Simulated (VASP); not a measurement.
# Be in VASP: notebook

Runs on Be. Level: PBE+D3(BJ). Tasks: single point, relaxation of cell and atoms.

All numbers are computed with VASP 6.6.1; they aren't measurements. Logs are shortened: lines on timing, memory, paths and dates and some standing lists are left out, and cuts for length are marked.

### Step 1. The cell of the first run

The structure is tetragonal, space group I4/mmm (No. 139). Conventional cell: a = 2.432 Å, b = 2.432 Å, c = 2.482 Å, α = 90.00°, β = 90.00°, γ = 90.00°. Within 2.8 Å of Be (site symmetry 4/mmm) lie 14 Be at 2.12 to 2.48 Å.

### Step 2. Single point, PBE+D3(BJ)

Contents of INCAR:

```
SYSTEM = Be
  PREC = Accurate
  ENCUT = 520
  EDIFF = 1E-6
  ISMEAR = 0
  SIGMA = 0.1
  LREAL = .FALSE.
  LASPH = .TRUE.
  NELM = 100
  ALGO = Normal
  ISIF = 2
  LWAVE = .FALSE.
  LCHARG = .TRUE.
  GGA = PE
  IVDW = 12
  LELF = .TRUE.
  LVHAR = .TRUE.
  NBANDS = 12
```

Contents of KPOINTS:

```
Automatic mesh
0
G
  16 12 12
  0 0 0
```

Contents of POSCAR:

```
Be
1.0
    2.4820439405      0.0000000000      0.0000000000
    0.0000000000      3.4393090191      0.0000000000
    0.0000000000      0.0000000000      3.4393093659
Be
4
Direct
    0.7499961184      0.7500001398      0.7499999949
    0.2500038816      0.2499998602      0.7499999949
    0.2499961184      0.7499998602      0.2500000051
    0.7500038816      0.2500001398      0.2500000051
```

Potentials or basis: VASP PAW PBE potentials, release 64 (Be).

On the command line:

```bash
$ cat potpaw_PBE.64/Be/POTCAR > POTCAR
$ mpirun -np 1 vasp_std > vasp.out
```

OUTCAR:

```text
SYSTEM = Be
   PREC = Accurate
   ENCUT = 520
   EDIFF = 1E-6
   ISMEAR = 0
   LREAL = .FALSE.
   LASPH = .TRUE.
   NELM = 100
   ISIF = 2
   GGA = PE
   IVDW = 12
 IVDW          = 12

 ion  position               nearest neighbor table
   1  0.750  0.750  0.750-   2 2.12   2 2.12   3 2.12   3 2.12   3 2.12   3 2.12   2 2.12   2 2.12

   2  0.250  0.250  0.750-   1 2.12   1 2.12   4 2.12   4 2.12   4 2.12   4 2.12   1 2.12   1 2.12

   3  0.250  0.750  0.250-   4 2.12   4 2.12   1 2.12   1 2.12   1 2.12   1 2.12   4 2.12   4 2.12

   4  0.750  0.250  0.250-   3 2.12   3 2.12   2 2.12   2 2.12   2 2.12   2 2.12   3 2.12   3 2.12

  LATTYP: Found a simple tetragonal cell.
 ALAT       =     3.4393090191
 C/A-ratio  =     0.7216693605

  Lattice vectors:

 A1 = (   0.0000000000,   3.4393090191,   0.0000000000)
 A2 = (   0.0000000000,   0.0000000000,   3.4393093659)
 A3 = (   2.4820439405,   0.0000000000,   0.0000000000)

Analysis of symmetry for initial positions (statically):
=====================================================================
 Subroutine PRICEL returns following result:

  LATTYP: Found a base centered orthorhombic cell.
 ALAT       =     2.4820439405
 B/A-ratio  =     1.3856762605
 C/A-ratio  =     1.3856761208

  Lattice vectors:

 A1 = (   1.2410219703,   0.0000000000,   1.7196546479)
 A2 = (   1.2410219703,   0.0000000000,  -1.7196547180)
 A3 = (   0.0000000000,   3.4393090191,   0.0000000000)

   2 primitive cells build up your supercell.

 Routine SETGRP: Setting up the symmetry group for a
 simple tetragonal supercell.

 Subroutine GETGRP returns: Found 16 space group operations
 (whereof  4 operations were pure point group operations)
 out of a pool of 16 trial point group operations.

The static configuration has the point symmetry     .
 The point group associated with its full space group is D_4h.

Analysis of symmetry for dynamics (positions and initial velocities):
=====================================================================
 Subroutine PRICEL returns following result:

  LATTYP: Found a base centered orthorhombic cell.
 ALAT       =     2.4820439405
 B/A-ratio  =     1.3856762605
 C/A-ratio  =     1.3856761208

  Lattice vectors:

 A1 = (   1.2410219703,   0.0000000000,   1.7196546479)
 A2 = (   1.2410219703,   0.0000000000,  -1.7196547180)
 A3 = (   0.0000000000,   3.4393090191,   0.0000000000)

   2 primitive cells build up your supercell.

 Routine SETGRP: Setting up the symmetry group for a
 simple tetragonal supercell.

 Subroutine GETGRP returns: Found 16 space group operations
 (whereof  4 operations were pure point group operations)
 out of a pool of 16 trial point group operations.

The dynamic configuration has the point symmetry D_4h.
 The point group associated with its full space group is D_4h.

 Subroutine INISYM returns: Found 16 space group operations
 (whereof  4 operations are pure point group operations),
 and found     2 'primitive' translations

----------------------------------------------------------------------------------------

                                     Primitive cell

  volume of cell :      14.6799

  direct lattice vectors                    reciprocal lattice vectors
     1.241021970  0.000000000  1.719654648     0.402893762  0.000000000  0.290756048
     1.241021970  0.000000000 -1.719654718     0.402893745  0.000000000 -0.290756048
     0.000000000  3.439309019  0.000000000     0.000000000  0.290756078  0.000000000

  length of vectors
     2.120695084  2.120695141  3.439309019     0.496852557  0.496852543  0.290756078

  position of ions in fractional coordinates (direct lattice)
     0.499996129  0.999996108  0.750000140
     0.000003882  0.500003882  0.249999860

  ion indices of the primitive-cell ions
   primitive index   ion index
                 1           1
                 2           2

----------------------------------------------------------------------------------------

 KPOINTS: Automatic mesh

Automatic generation of k-mesh.
 Grid dimensions read from file:
 generate k-points for:   16   12   12

 Generating k-lattice:

  Cartesian coordinates                     Fractional coordinates (reciprocal lattice)
     0.025180860  0.000000000  0.000000000     0.062500000  0.000000000  0.000000000
     0.000000000  0.024229673  0.000000000     0.000000000  0.083333333  0.000000000
     0.000000000  0.000000000  0.024229671     0.000000000  0.000000000  0.083333333

  Length of vectors
     0.025180860  0.024229673  0.024229671

  Shift w.r.t. Gamma in fractional coordinates (k-lattice)
     0.000000000  0.000000000  0.000000000

 Subroutine IBZKPT returns following result:
 ===========================================

 Found    252 irreducible k-points:

 Following reciprocal coordinates:
            Coordinates               Weight
  0.000000  0.000000  0.000000      1.000000
  0.062500  0.000000  0.000000      2.000000
  0.125000  0.000000  0.000000      2.000000
  0.187500  0.000000  0.000000      2.000000
  0.250000  0.000000  0.000000      2.000000
  0.312500  0.000000  0.000000      2.000000
[... 16 lines left out ...]
  0.250000  0.166667  0.000000      8.000000
  0.312500  0.166667  0.000000      8.000000
 [... further k-points ...]
   k-points           NKPTS =    252   k-points in BZ     NKDIM =    252   number of bands    NBANDS=     12
   number of dos      NEDOS =    301   number of ions     NIONS =      4
   total plane-waves  NPLWV =  14112
   dimension x,y,z NGX =    18 NGY =   28 NGZ =   28
   dimension x,y,z NGXF=    36 NGYF=   56 NGZF=   56
   ions per type =               4
   NGX,Y,Z   is equivalent  to a cutoff of  12.06, 13.53, 13.53 a.u.
   NGXF,Y,Z  is equivalent  to a cutoff of  24.11, 27.07, 27.07 a.u.
 SYSTEM =  Be
   PREC   = accura    normal or accurate (medium, high low for compatibility)
   ISTART =      0    job   : 0-new  1-cont  2-samecut
   ICHARG =      2    charge: 1-file 2-atom 10-const
   ISPIN  =      1    spin polarized calculation?
   LNONCOLLINEAR =      F non collinear calculations
   LSORBIT =      F    spin-orbit coupling
   LASPH  =      T    aspherical Exc in radial PAW
   ENCUT  =  520.0 eV  38.22 Ry    6.18 a.u.   4.61  6.39  6.39*2*pi/ulx,y,z
   NELM   =    100;   NELMIN=  2; NELMDL= -5     # of ELM steps
   EDIFF  = 0.1E-05   stopping-criterion for ELM
   LREAL  =      F    real-space projection
[... 7 lines left out ...]
   TEBEG  =    0.0;   TEEND  =   0.0 temperature during run
   PSTRESS=    0.0 pullay stress
   NELECT =       8.0000    total number of electrons
   NUPDOWN=      -1.0000    fix difference up-down
   EMIN   =  10.00;   EMAX   =-10.00  energy-range for DOS
   EFERMI =   0.00;   METHOD = LEGACY
   ISMEAR =     0;   SIGMA  =   0.10  broadening in eV -4-tet -1-fermi 0-gaus
   EFERMI_NEDOS =   21; number of points for ismear=-14 and -15
   IALGO  =     38    algorithm
   IMIX   =      4    mixing-type and parameters
     AMIX     =   0.40;   BMIX     =  1.00
     AMIX_MAG =   1.60;   BMIX_MAG =  1.00
  volume/ion in A,a.u.               =       7.34        49.53
  Fermi-wavevector in a.u.,A,eV,Ry     =   1.061339  2.005640 15.326158  1.126441
  Thomas-Fermi vector in A             =   2.196752
   LORBIT       =      0    0 simple, 1 ext, 2 COOP (PROOUT), +10 PAW based schemes
   GGA     = PE    functional components
   LHFCALC =     F    Hartree Fock is set to
   AEXX    =    0.0000 exact exchange contribution
   IVDW    =    12    specifies the selected vdW correction
   LEPSILON=     F    determine dielectric tensor
   LRPA    =     F    only Hartree local field effects (RPA)
 non-spin polarized calculation
 Gauss-broadening in eV      SIGMA  =   0.10
  energy-cutoff  :      520.00
  volume of cell :       29.36
 maximum number of plane-waves:       807
   NGX =  9   NGY = 13   NGZ = 13

 number of electron       8.0000000 magnetization

 Free energy of the ion-electron system (eV)
  ---------------------------------------------------
  ext. energy  EPLUGINS =         0.00000000
  ---------------------------------------------------
  free energy    TOTEN  =       -14.61804432 eV

  energy without entropy =      -14.61555190  energy(sigma->0) =      -14.61679811

 E-fermi :   8.5873     XC(G=0): -10.8589

 val. band max:        8.5745823541   @ k =   0.0625   0.3333   0.0000
 cond. band min:       8.6046428658   @ k =   0.3750   0.4167   0.0000
 fundamental gap:      0.0300605118
 Fermi energy:         8.5872754168

 k-point     1 :       0.0000    0.0000    0.0000
  band No.  band energies     occupation
      1      -4.1137      2.00000
      2       3.1577      2.00000
      3       3.1577      2.00000
      4       9.3110      0.00000
      5       9.3110      0.00000
      6      12.1788      0.00000
      7      13.0161      0.00000
      8      13.0161      0.00000
      9      18.4116      0.00000
     10      18.9574      0.00000
     11      21.1688      0.00000
     12      21.1688      0.00000

 k-point     2 :       0.0625    0.0000    0.0000
  band No.  band energies     occupation
      1      -4.0453      2.00000
      2       3.2509      2.00000
      3       3.2509      2.00000
      4       9.3094      0.00000
      5       9.3094      0.00000
      6      11.3712      0.00000
      7      13.1053      0.00000
      8      13.1053      0.00000
      9      19.0526      0.00000
     10      19.3777      0.00000
     11      21.0339      0.00000
     12      21.0339      0.00000
[... 301 lines left out ...]
 k-point    23 :       0.2500    0.1667    0.0000
  band No.  band energies     occupation
      1      -2.7613      2.00000
      2       3.1735      2.00000
      3       4.9868      2.00000
      4       6.2688      2.00000
      5       8.9948      0.00000
      6      11.3576      0.00000
      7      12.6486      0.00000
      8      14.3540      0.00000
      9      15.6890      0.00000
     10      16.7172      0.00000
     11      19.8943      0.00000
     12      21.0431      0.00000

 k-point    24 :       0.3125    0.1667    0.0000
  band No.  band energies     occupation
      1      -2.1382      2.00000
      2       3.8543      2.00000
      3       4.6456      2.00000
      4       5.8231      2.00000
      5       8.6428      0.43231
      6      11.4745      0.00000
      7      13.4605      0.00000
      8      14.4292      0.00000
      9      14.6483      0.00000
     10      15.1181      0.00000
     11      19.4264      0.00000
     12      20.2108      0.00000

 [... further k-points ...]

------------------------ aborting loop because EDIFF is reached ----------------------------------------

 Edisp (eV)   -1.53344

 E8    (eV) :    -0.5317

  FORCE on cell =-STRESS in cart. coord.  units (eV):
  Direction    XX          YY          ZZ          XY          YZ          ZX
  --------------------------------------------------------------------------------------
  -------------------------------------------------------------------------------------
  Total       0.03165     0.03294     0.03294     0.00000     0.00000     0.00000
  in kB       1.72716     1.79763     1.79763     0.00000     0.00000     0.00000
  external pressure =        1.77 kB  Pullay stress =        0.00 kB

 VOLUME and BASIS-vectors are now :
 -----------------------------------------------------------------------------
  energy-cutoff  :      520.00
  volume of cell :       29.36
      direct lattice vectors                 reciprocal lattice vectors
     2.482043941  0.000000000  0.000000000     0.402893754  0.000000000  0.000000000
     0.000000000  3.439309019  0.000000000     0.000000000  0.290756078  0.000000000
     0.000000000  0.000000000  3.439309366     0.000000000  0.000000000  0.290756048

 POSITION                                       TOTAL-FORCE (eV/Angst)
 -----------------------------------------------------------------------------------
      1.86152      2.57948      2.57948         0.000093     -0.000000     -0.000000
      0.62052      0.85983      2.57948        -0.000093     -0.000000     -0.000000
      0.62050      2.57948      0.85983         0.000093     -0.000000      0.000000
      1.86154      0.85983      0.85983        -0.000093      0.000000     -0.000000
 -----------------------------------------------------------------------------------
    total drift:                                0.000006     -0.000010     -0.000003

  FREE ENERGIE OF THE ION-ELECTRON SYSTEM (eV)
  ---------------------------------------------------
  free  energy   TOTEN  =       -16.1514888459 eV

  energy  without entropy=      -16.1489964244  energy(sigma->0) =      -16.15024264
```

It took 34 s on 1 thread of Intel Xeon Platinum 8488C (Sapphire Rapids), shared host; peak memory 0.2 GiB.

What came out:

* Free energy: -16.1515 eV
* Pressure: 0.2 GPa
* Band gap on the k mesh: zero (band 4 reaches 9.93 eV, above the bottom of band 5 at 7.27 eV)
* Dispersion energy per atom: -0.383 eV

Levels at points of the mesh, in eV from the Fermi level:
```tsv
k point	band 1	band 2	band 3	band 4	band 5	band 6	band 7	band 8
(0.00, 0.00, 0.00)	-12.70	-5.43	-5.43	0.72	0.72	3.59	4.43	4.43
(0.50, 0.00, 0.00)	-8.23	-8.23	0.51	0.51	0.51	0.51	0.67	0.67
(0.00, 0.50, 0.00)	-10.42	-10.42	-2.40	-2.40	1.67	1.67	6.53	6.53
(0.50, 0.50, 0.00)	-6.07	-6.07	-6.07	-6.07	3.50	3.50	3.50	3.50
(0.00, 0.50, 0.50)	-8.04	-8.04	-8.04	-8.04	9.44	9.44	9.44	9.44
(0.50, 0.50, 0.50)	-5.60	-5.60	-5.60	-5.60	0.46	0.46	0.46	0.46
```

Caveat: pairwise dispersion overbinds metals, which lowers pressure and volume.

### Step 3. Relaxation of cell and atoms, PBE+D3(BJ)

This run uses another cell than the first one, of 7.32 Å³/atom, 0.998 times its volume.

Contents of INCAR:

```
SYSTEM = Be
PREC = Accurate
ENCUT = 600
EDIFF = 1E-6
ISMEAR = 0
SIGMA = 0.1
LREAL = .False.
LASPH = .True.
NELM = 100
ALGO = Normal
ISIF = 3
LWAVE = .False.
LCHARG = .False.
GGA = PE
IVDW = 12
IBRION = 2
NSW = 100
EDIFFG = -0.005
```

Contents of KPOINTS:

```
regular mesh
0
Gamma
  16 12 12
  0 0 0
```

Contents of POSCAR:

```
Be
1.0
    2.5140101402      0.0000000000      0.0000000000
    0.0000000000      3.4109495424      0.0000000000
    0.0000000000      0.0000000000      3.4157993881
Be
4
Direct
    0.7499403428      0.7500333256      0.7501849479
    0.2500596572      0.2499666744      0.7501849479
    0.2499403428      0.7499666744      0.2498150521
    0.7500596572      0.2500333256      0.2498150521
```

Potentials or basis: VASP PAW PBE potentials, release 64 (Be).

On the command line:

```bash
$ cat potpaw_PBE.64/Be/POTCAR > POTCAR
$ mpirun -np 1 vasp_std > vasp.out
```

Run time: 2.1 min. Hardware: 1 thread of Intel Xeon Platinum 8488C (Sapphire Rapids), shared host; peak memory 0.24 GiB.

The run converged. Its results:

```yaml
Free_energy: -16.1516 eV
Relaxed_volume: 7.35 Å³/atom
Relaxed_cell: a = 2.483 Å, b = 3.441 Å, c = 3.441 Å, α = 90.00°, β = 90.00°, γ = 90.00°
Space_group_after_relaxing_to_0.05_Å: I4/mmm (No. 139)
Energy_gained_by_relaxing: 0.7 meV/atom
Ionic_steps: 7
Pressure_after_relaxing: 0.0 GPa
Band_gap_on_the_k_mesh: zero (band 4 reaches 9.92 eV, above the bottom of band 5 at 7.25 eV)
Dispersion_energy_per_atom: -0.383 eV
```

The path:
```
step  energy change (eV)  largest force (eV/Å)  pressure (GPa)  volume (Å³)
   1              0.0000                0.0107            0.55        29.29
   2             -0.0014                0.0023            0.05        29.40
   3             -0.0021                0.0111           -0.73        29.56
   4             -0.0029                0.0066           -0.32        29.47
   5             -0.0029                0.0061           -0.18        29.44
   6             -0.0029                0.0056           -0.17        29.44
   7             -0.0030                0.0004            0.01        29.40
```

Final structure:
```
CELL_PARAMETERS angstrom
2.48269 0.00000 0.00000
0.00000 3.44133 0.00000
0.00000 0.00000 3.44087
ATOMIC_POSITIONS crystal
Be 0.75000 0.75000 0.75001
Be 0.25000 0.25000 0.75001
Be 0.25000 0.75000 0.24999
Be 0.75000 0.25000 0.24999
```

Levels at points of the mesh, in eV from the Fermi level:
```tsv
k point	band 1	band 2	band 3	band 4	band 5	band 6	band 7	band 8
(0.00, 0.00, 0.00)	-12.69	-5.43	-5.42	0.72	0.72	3.59	4.42	4.42
(0.50, 0.00, 0.00)	-8.22	-8.22	0.51	0.51	0.51	0.51	0.67	0.67
(0.00, 0.50, 0.00)	-10.42	-10.42	-2.40	-2.40	1.67	1.67	6.53	6.53
(0.50, 0.50, 0.00)	-6.07	-6.07	-6.07	-6.07	3.49	3.49	3.49	3.49
(0.00, 0.00, 0.50)	-10.42	-10.42	-2.40	-2.40	1.66	1.66	6.53	6.53
(0.50, 0.00, 0.50)	-6.07	-6.07	-6.07	-6.07	3.49	3.49	3.49	3.49
(0.00, 0.50, 0.50)	-8.04	-8.04	-8.04	-8.04	9.44	9.44	9.44	9.44
(0.50, 0.50, 0.50)	-5.59	-5.59	-5.59	-5.59	0.46	0.46	0.46	0.46
```

Caveat: pairwise dispersion overbinds metals, which lowers pressure and volume. Zero-point motion and thermal expansion aren't in these numbers.
